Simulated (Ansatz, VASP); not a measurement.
# Two plane-wave programs on Sc2As3Se3

```xyz
8
Lattice="4.5526 0.0000 0.0000 -2.2763 3.9426 0.0000 0.0000 0.0000 11.1171" Properties=species:S:1:pos:R:3 pbc="T T T"
Sc    0.0000    2.6284    5.5585
Sc    0.0000    2.6284    0.0000
As    0.0000    0.0000    0.0000
As    2.2763    1.3142    1.8715
As    2.2763    1.3142    9.2456
Se    2.2763    1.3142    5.5585
Se    0.0000    2.6284    8.3686
Se    0.0000    2.6284    2.7485
```

Alike in both runs: functional PBE; k mesh 4 × 4 × 2; occupations gaussian, width 0.2 eV; no spin polarisation.

Ansatz relaxed the structure, and its values are those at the end. VASP's run is a single point on that final structure, the one shown.

|  | VASP | Ansatz |
| --- | --- | --- |
| version | VASP 6.6.1 | Ansatz 0.2.0 |
| potentials or method | VASP PAW PBE potentials, release 64 (Sc_sv, As, Se), cutoff 520 eV | scalar-relativistic, plane waves, PAW |
| valence electrons in the cell | 55 | 115 |

|  | VASP | Ansatz | Ansatz less VASP |
| --- | --- | --- | --- |
| gap on the k mesh at the Fermi level (eV) | none | none | - |
| pressure (GPa) | 0.4 | 0.3 | -0.13 |
| rms of the force components (eV/Å) | 0.011 | 0.010 | -0.0011 |

A gap of «none» marks a metal or a gap that the smearing closes. VASP's potentials hold 55 valence electrons a cell and Ansatz's 115, so a difference there can come from the potentials and not from the codes.

The k mesh is coarse, so the values compare programs but aren't converged.
